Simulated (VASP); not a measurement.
# SiO (Pm-3m) in VASP: notebook

Runs on SiO. Level: PBEsol. Tasks: relaxation of cell and atoms.

Everything below comes from runs of VASP 6.6.1. Logs are shortened: lines on timing, memory, paths and dates and some standing lists are left out, and cuts for length are marked.

## 1. The cell of the first run

Symmetry: Pm-3m, No. 221, cubic system. Conventional cell: a = 2.807 Å, b = 2.807 Å, c = 2.807 Å, α = 90.00°, β = 90.00°, γ = 90.00°. Within 3.2 Å of Si (site symmetry m-3m) lie 8 O at 2.43 Å and 6 Si at 2.81 Å. Within 3.2 Å of O (site symmetry m-3m) lie 8 Si at 2.43 Å and 6 O at 2.81 Å.

## 2. Relaxation of cell and atoms, PBEsol

Input file INCAR:

```
PREC = Accurate ; ENCUT = 600
EDIFF = 1E-6 ; ISMEAR = -1
SIGMA = 0.05 ; LREAL = F
LASPH = T ; NELM = 80
ALGO = Normal ; ISIF = 3
LWAVE = F ; LCHARG = F
GGA = PS ; IBRION = 2
NSW = 60 ; EDIFFG = -0.01
```

Input file KPOINTS:

```
regular mesh
0
Gamma
  9 9 9
```

Input file POSCAR:

```
SiO
1.0
    2.8069700000      0.0000000000      0.0000000000
    0.0000000000      2.8069700000      0.0000000000
    0.0000000000      0.0000000000      2.8069700000
Si O
1 1
Direct
    0.0000000000      0.0000000000      0.0000000000
    0.5000000000      0.5000000000      0.5000000000
```

Potentials or basis: VASP PAW PBE potentials, release 64 (Si, O).

Started as:

```sh
> cat potpaw_PBE.64/Si/POTCAR potpaw_PBE.64/O/POTCAR > POTCAR
> mpirun -np 1 vasp_std > vasp.out
```

OUTCAR:

```text
PREC = Accurate
   ENCUT = 600
   EDIFF = 1E-6
   ISMEAR = -1
   LREAL = F
   LASPH = T
   NELM = 80
   ISIF = 3
   GGA = PS
   IBRION = 2
   NSW = 60
   EDIFFG = -0.01

 ion  position               nearest neighbor table
   1  0.000  0.000  0.000-   2 2.43   2 2.43   2 2.43   2 2.43   2 2.43   2 2.43   2 2.43   2 2.43

   2  0.500  0.500  0.500-   1 2.43   1 2.43   1 2.43   1 2.43   1 2.43   1 2.43   1 2.43   1 2.43

  LATTYP: Found a simple cubic cell.
 ALAT       =     2.8069700000

  Lattice vectors:

 A1 = (   2.8069700000,   0.0000000000,   0.0000000000)
 A2 = (   0.0000000000,   2.8069700000,   0.0000000000)
 A3 = (   0.0000000000,   0.0000000000,   2.8069700000)

Analysis of symmetry for initial positions (statically):
=====================================================================
 Subroutine PRICEL returns:
 Original cell was already a primitive cell.

 Routine SETGRP: Setting up the symmetry group for a
 simple cubic supercell.

 Subroutine GETGRP returns: Found 48 space group operations
 (whereof 48 operations were pure point group operations)
 out of a pool of 48 trial point group operations.

The static configuration has the point symmetry O_h .

Analysis of symmetry for dynamics (positions and initial velocities):
=====================================================================
 Subroutine PRICEL returns:
 Original cell was already a primitive cell.

 Routine SETGRP: Setting up the symmetry group for a
 simple cubic supercell.

 Subroutine GETGRP returns: Found 48 space group operations
 (whereof 48 operations were pure point group operations)
 out of a pool of 48 trial point group operations.

The dynamic configuration has the point symmetry O_h .

 Subroutine INISYM returns: Found 48 space group operations
 (whereof 48 operations are pure point group operations),
 and found     1 'primitive' translations

----------------------------------------------------------------------------------------

                                     Primitive cell

  volume of cell :      22.1163

  direct lattice vectors                    reciprocal lattice vectors
     2.806970000  0.000000000  0.000000000     0.356256034  0.000000000  0.000000000
     0.000000000  2.806970000  0.000000000     0.000000000  0.356256034  0.000000000
     0.000000000  0.000000000  2.806970000     0.000000000  0.000000000  0.356256034

  length of vectors
[... 93 lines left out ...]
   NELECT =      10.0000    total number of electrons
   NUPDOWN=      -1.0000    fix difference up-down
   EMIN   =  10.00;   EMAX   =-10.00  energy-range for DOS
   EFERMI =   0.00;   METHOD = LEGACY
   ISMEAR =    -1;   SIGMA  =   0.05  broadening in eV -4-tet -1-fermi 0-gaus
   EFERMI_NEDOS =   21; number of points for ismear=-14 and -15
   IALGO  =     38    algorithm
   IMIX   =      4    mixing-type and parameters
     AMIX     =   0.40;   BMIX     =  1.00
     AMIX_MAG =   1.60;   BMIX_MAG =  1.00
  volume/ion in A,a.u.               =      11.06        74.62
  Fermi-wavevector in a.u.,A,eV,Ry     =   1.256523  2.374484 21.481554  1.578850
  Thomas-Fermi vector in A             =   2.390227
   LORBIT       =      0    0 simple, 1 ext, 2 COOP (PROOUT), +10 PAW based schemes
   GGA     = PS    functional components
   LHFCALC =     F    Hartree Fock is set to
   AEXX    =    0.0000 exact exchange contribution
   IVDW    =     0    specifies the selected vdW correction
   LEPSILON=     F    determine dielectric tensor
   LRPA    =     F    only Hartree local field effects (RPA)
 conjugate gradient relaxation of ions
 non-spin polarized calculation
  energy-cutoff  :      600.00
  volume of cell :       22.12
 maximum number of plane-waves:       748
 NGX is ok and might be reduce to    24
   NGX = 11   NGY = 11   NGZ = 11

--------------------------------------- Ionic step        1  -------------------------------------------

 number of electron      10.0000005 magnetization

 Free energy of the ion-electron system (eV)
  ---------------------------------------------------
  ext. energy  EPLUGINS =         0.00000000
  ---------------------------------------------------
  free energy    TOTEN  =       -11.22265546 eV

  energy without entropy =      -11.22013694  energy(sigma->0) =      -11.22139620

------------------------ aborting loop because EDIFF is reached ----------------------------------------

  FORCE on cell =-STRESS in cart. coord.  units (eV):
  Direction    XX          YY          ZZ          XY          YZ          ZX
  --------------------------------------------------------------------------------------
  -------------------------------------------------------------------------------------
  Total       -0.6737519     -0.6737519     -0.6737519      0.0000000      0.0000000     -0.0000000
  in kB      -48.8087024    -48.8087024    -48.8087024      0.0000000      0.0000000     -0.0000000
  external PRESSURE =     -48.8087024 kB  Pullay stress =       0.0000000 kB
[... 59 lines left out ...]
--------------------------------------- Ionic step        3  -------------------------------------------

 number of electron       9.9999998 magnetization

 Free energy of the ion-electron system (eV)
  ---------------------------------------------------
  ext. energy  EPLUGINS =         0.00000000
  ---------------------------------------------------
  free energy    TOTEN  =       -11.23529406 eV

  energy without entropy =      -11.23212136  energy(sigma->0) =      -11.23370771

 E-fermi :   8.5984     XC(G=0): -11.7722

 val. band max:        8.3767081098   @ k =   0.2222   0.2222   0.2222
 cond. band min:       8.6559591219   @ k =   0.4444   0.1111   0.1111
 fundamental gap:      0.2792510120
 Fermi energy:         8.5984242069

 k-point     1 :       0.0000    0.0000    0.0000
  band No.  band energies     occupation
      1     -11.6803      2.00000
      2       1.7173      2.00000
      3       5.0431      2.00000
      4       5.0431      2.00000
      5       5.0431      2.00000
      6      14.3120      0.00000
      7      14.3120      0.00000
      8      16.9754      0.00000
      9      16.9754      0.00000
[... 265 lines left out ...]
 k-point    24 :       0.4444    0.3333    0.1111
  band No.  band energies     occupation
      1      -9.7188      2.00000
      2      -0.2355      2.00000
      3       1.9030      2.00000
      4       5.6840      2.00000
      5       5.8671      2.00000
      6      11.2112      0.00000
      7      11.9757      0.00000
      8      16.0652      0.00000
      9      18.7822      0.00000

 [... further k-points ...]
[... 5 lines left out ...]
  --------------------------------------------------------------------------------------
  -------------------------------------------------------------------------------------
  Total        0.0011043      0.0011043      0.0011043     -0.0000000     -0.0000000      0.0000000
  in kB        0.0830355      0.0830355      0.0830355     -0.0000000     -0.0000000      0.0000000
  external PRESSURE =       0.0830355 kB  Pullay stress =       0.0000000 kB
[... 17 lines left out ...]
  FREE ENERGIE OF THE ION-ELECTRON SYSTEM (eV)
  ---------------------------------------------------
  free  energy   TOTEN  =       -11.2352940557 eV

  energy  without entropy=      -11.2321213632  energy(sigma->0) =      -11.23370771

 reached required accuracy - stopping structural energy minimisation
```

OSZICAR:

```text
N       E                     dE             d eps       ncg     rms          rms(c)
DAV:   1     0.212858381292E+02    0.21286E+02   -0.58715E+03   646   0.110E+03
DAV:   2    -0.115241314571E+02   -0.32810E+02   -0.31641E+02   888   0.163E+02
DAV:   3    -0.123100754893E+02   -0.78594E+00   -0.78523E+00   717   0.268E+01
[... 23 lines left out ...]
DAV:   2    -0.112374119020E+02    0.68873E-02   -0.11406E-01   652   0.232E+00    0.277E-01
DAV:   3    -0.112354491600E+02    0.19627E-02   -0.13790E-02   653   0.814E-01    0.810E-02
DAV:   4    -0.112352988051E+02    0.15035E-03   -0.34430E-04   645   0.181E-01    0.150E-02
DAV:   5    -0.112352949853E+02    0.38198E-05   -0.92374E-06   744   0.283E-02    0.754E-03
DAV:   6    -0.112352940557E+02    0.92959E-06   -0.34509E-07   328   0.726E-03
   3 F= -.11235294E+02 E0= -.11233708E+02  d E =-.126386E-01
```

It took 7.3 s on 1 thread of Intel Xeon 6975P-C (Granite Rapids), shared host; peak memory 0.13 GiB.

What came out:

```yaml
Free_energy: -11.2353 eV
Relaxed_volume: 10.65 Å³/atom
Relaxed_cell: a = 2.772 Å, b = 2.772 Å, c = 2.772 Å, α = 90.00°, β = 90.00°, γ = 90.00°
Space_group_after_relaxing_to_0.05_Å: Pm-3m (No. 221)
Energy_gained_by_relaxing: 6.3 meV/atom
Ionic_steps: 3
Pressure_after_relaxing: 0.0 GPa
Band_gap_on_the_k_mesh: zero (band 5 reaches 8.66 eV, above the bottom of band 6 at 7.89 eV)
```

The path:
| step | energy change (eV) | largest force (eV/Å) | pressure (GPa) | volume (Å³) |
| --- | --- | --- | --- | --- |
| 1 | 0.0000 | 0.0000 | -4.88 | 22.12 |
| 2 | -0.0113 | 0.0000 | 1.69 | 21.06 |
| 3 | -0.0126 | 0.0000 | 0.01 | 21.31 |

Final structure:
```xyz
2
Lattice="2.7723 0.0000 0.0000 0.0000 2.7723 0.0000 0.0000 0.0000 2.7723" Properties=species:S:1:pos:R:3 pbc="T T T"
Si    0.0000    0.0000    0.0000
O     1.3862    1.3862    1.3862
```

Caveat: the PAW data sets were made with another functional, which shifts forces and pressure a little.

## 3. Relaxation of cell and atoms, PBEsol, target pressure 2 GPa, at which the enthalpy is minimised

Input file INCAR:

```
SYSTEM = SiO
ALGO = Normal
EDIFF = 1E-6
EDIFFG = -0.01
ENCUT = 600
GGA = PS
IBRION = 2
ISIF = 3
ISMEAR = -1
LASPH = .True.
LCHARG = .False.
LREAL = .False.
LWAVE = .False.
NELM = 100
NSW = 60
PREC = Accurate
PSTRESS = 20.0
SIGMA = 0.05
```

Input file KPOINTS:

```
k-points
0
Gamma
  9 9 9
  0 0 0
```

POSCAR is that of step 2.

Potentials or basis: VASP PAW PBE potentials, release 64 (Si, O).

Started as:

```sh
> cat potpaw_PBE.64/Si/POTCAR potpaw_PBE.64/O/POTCAR > POTCAR
> mpirun -np 1 vasp_std > vasp.out
```

OUTCAR:

```text
SYSTEM = SiO
   EDIFF = 1E-6
   EDIFFG = -0.01
   ENCUT = 600
   GGA = PS
   IBRION = 2
   ISIF = 3
   ISMEAR = -1
   LASPH = .True.
   LREAL = .False.
   NELM = 100
   NSW = 60
   PREC = Accurate
   PSTRESS = 20.0

 ion  position               nearest neighbor table
   1  0.000  0.000  0.000-   2 2.43   2 2.43   2 2.43   2 2.43   2 2.43   2 2.43   2 2.43   2 2.43

   2  0.500  0.500  0.500-   1 2.43   1 2.43   1 2.43   1 2.43   1 2.43   1 2.43   1 2.43   1 2.43

  LATTYP: Found a simple cubic cell.
 ALAT       =     2.8069700000

  Lattice vectors:

 A1 = (   2.8069700000,   0.0000000000,   0.0000000000)
 A2 = (   0.0000000000,   2.8069700000,   0.0000000000)
 A3 = (   0.0000000000,   0.0000000000,   2.8069700000)

Analysis of symmetry for initial positions (statically):
[... 256 lines left out ...]
  free energy    TOTEN  =       -11.23344872 eV

  energy without entropy =      -11.23005472  energy(sigma->0) =      -11.23175172

 E-fermi :   8.8066     XC(G=0): -11.8378

 val. band max:        8.5964292672   @ k =   0.2222   0.2222   0.2222
 cond. band min:       8.8840232697   @ k =   0.4444   0.1111   0.1111
 fundamental gap:      0.2875940025
 Fermi energy:         8.8066009761

 k-point     1 :       0.0000    0.0000    0.0000
  band No.  band energies     occupation
      1     -11.6298      2.00000
      2       1.9509      2.00000
      3       5.1710      2.00000
      4       5.1710      2.00000
      5       5.1710      2.00000
      6      14.4772      0.00000
      7      14.4772      0.00000
      8      17.2987      0.00000
      9      17.2987      0.00000
[... 265 lines left out ...]
 k-point    24 :       0.4444    0.3333    0.1111
  band No.  band energies     occupation
      1      -9.6127      2.00000
      2      -0.1446      2.00000
      3       1.9913      2.00000
      4       5.8197      2.00000
      5       6.0615      2.00000
      6      11.4429      0.00000
      7      12.2105      0.00000
      8      16.3743      0.00000
      9      19.0377      0.00000

 [... further k-points ...]
[... 5 lines left out ...]
  --------------------------------------------------------------------------------------
  -------------------------------------------------------------------------------------
  Total        0.2626312      0.2626312      0.2626312      0.0000000     -0.0000000      0.0000000
  in kB       20.0281239     20.0281239     20.0281239      0.0000000     -0.0000000      0.0000000
  external PRESSURE =       0.0281239 kB  Pullay stress =      20.0000000 kB
[... 21 lines left out ...]
  energy  without entropy=      -11.2300547214  energy(sigma->0) =      -11.23175172

  enthalpy is  TOTEN    =       -10.9711862686 eV   P V=        0.2622624552

 reached required accuracy - stopping structural energy minimisation
```

OSZICAR:

```text
N       E                     dE             d eps       ncg     rms          rms(c)
DAV:   1     0.212858381292E+02    0.21286E+02   -0.58715E+03   646   0.110E+03
DAV:   2    -0.115241314571E+02   -0.32810E+02   -0.31641E+02   888   0.163E+02
DAV:   3    -0.123100754893E+02   -0.78594E+00   -0.78523E+00   717   0.268E+01
[... 24 lines left out ...]
DAV:   3    -0.112338016250E+02    0.45644E-02   -0.31594E-02   654   0.124E+00    0.122E-01
DAV:   4    -0.112334593811E+02    0.34224E-03   -0.78288E-04   644   0.273E-01    0.239E-02
DAV:   5    -0.112334500664E+02    0.93147E-05   -0.23789E-05   733   0.449E-02    0.114E-02
DAV:   6    -0.112334486460E+02    0.14204E-05   -0.81391E-07   339   0.110E-02    0.104E-03
DAV:   7    -0.112334487238E+02   -0.77832E-07   -0.55256E-08   323   0.224E-03
   3 F= -.10971186E+02 E0= -.10969489E+02  d E =-.246094E-01
```

CONTCAR:

```text
SiO
   1.00000000000000
     2.7593422439320774   -0.0000000000000000   -0.0000000000000000
     0.0000000000000000    2.7593422439320774    0.0000000000000000
     0.0000000000000000    0.0000000000000000    2.7593422439320774
  Si              O
     1     1
Direct
     0.0000000000000000    0.0000000000000000    0.0000000000000000
     0.5000000000000000    0.5000000000000000    0.5000000000000000

  0.00000000E+00  0.00000000E+00  0.00000000E+00
  0.00000000E+00  0.00000000E+00  0.00000000E+00
```

Wall time 9.4 s (1 thread of Intel Xeon 6975P-C (Granite Rapids), shared host); peak memory 0.14 GiB.

What came out:

```
Free energy                                            : -11.2334 eV
Relaxed volume                                         : 10.50 Å³/atom
Relaxed cell                                           : a = 2.759 Å, b = 2.759 Å, c = 2.759 Å, α = 90.00°, β = 90.00°, γ = 90.00°
Space group after relaxing (to 0.05 Å)                 : Pm-3m (No. 221)
Energy change on relaxing (the enthalpy is what falls) : -5.4 meV/atom
Ionic steps                                            : 3
Pressure after relaxing                                : 2.0 GPa
Band gap on the k mesh                                 : zero (band 5 reaches 8.88 eV, above the bottom of band 6 at 8.06 eV)
```

Step by step:
| step | energy change (eV) | largest force (eV/Å) | pressure (GPa) | volume (Å³) |
| --- | --- | --- | --- | --- |
| 1 | 0.0000 | 0.0000 | -4.88 | 22.12 |
| 2 | -0.0029 | 0.0000 | 4.75 | 20.63 |
| 3 | -0.0108 | 0.0000 | 2.00 | 21.01 |

Final structure:
```cif
data_structure
_symmetry_space_group_name_H-M 'P 1'
_symmetry_Int_Tables_number 1
_cell_length_a 2.7593
_cell_length_b 2.7593
_cell_length_c 2.7593
_cell_angle_alpha 90.000
_cell_angle_beta 90.000
_cell_angle_gamma 90.000
_cell_volume 21.01
loop_
_atom_site_label
_atom_site_type_symbol
_atom_site_fract_x
_atom_site_fract_y
_atom_site_fract_z
_atom_site_occupancy
Si1 Si 0.00000 0.00000 0.00000 1
O1 O 0.50000 0.50000 0.50000 1
```

Levels at points of the mesh, in eV from the Fermi level:
| k point | band 1 | band 2 | band 3 | band 4 | band 5 | band 6 | band 7 | band 8 | band 9 |
| --- | --- | --- | --- | --- | --- | --- | --- | --- | --- |
| (0.00, 0.00, 0.00) | -20.44 | -6.86 | -3.64 | -3.64 | -3.64 | 5.67 | 5.67 | 8.49 | 8.49 |

Caveat: the cell is relaxed towards a set pressure, so the enthalpy falls and the energy may rise; the PAW data sets were made with another functional, which shifts forces and pressure a little.
